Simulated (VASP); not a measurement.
Input of a VASP 6.6.1 run:

File INCAR:

```
SYSTEM = Al
PREC = Accurate
ENCUT = 520
EDIFF = 1E-6
ISMEAR = 0
SIGMA = 0.1
LREAL = .FALSE.
LASPH = .TRUE.
NELM = 60
ALGO = Fast
ISIF = 2
LWAVE = .FALSE.
LCHARG = .FALSE.
GGA = PS
NBANDS = 12
```

File KPOINTS:

```
regular mesh
0
G
  6 6 4
  0 0 0
```

Contents of POSCAR:

```
Al
1.0
    4.3379113675      0.0000000001      0.0000000000
   -2.1689556838      3.7567414436      0.0000000000
    0.0000000000      0.0000000000      3.1712706264
Al
3
Direct
    0.3333429320      0.0000000000      0.3333333333
    0.0000000000      0.3333429320      0.6666666667
    0.6666570680      0.6666570680      0.0000000000
```

Potentials or basis: VASP PAW PBE potentials, release 64 (Al).

Launch:

```sh
$ cat potpaw_PBE.64/Al/POTCAR > POTCAR
$ mpirun -np 1 vasp_std > vasp.out
```

(1) Predict the band gap on the k mesh.

(2) Predict the pressure.

Results:

(1) zero (an odd number of electrons rules out a gap without spin polarisation).

(2) 0.1 GPa.

Caveat: the k points lie up to 0.50 Å⁻¹ apart, too coarse for converged energies and pressures of a metal; the PAW data sets were made with another functional, which shifts forces and pressure a little.
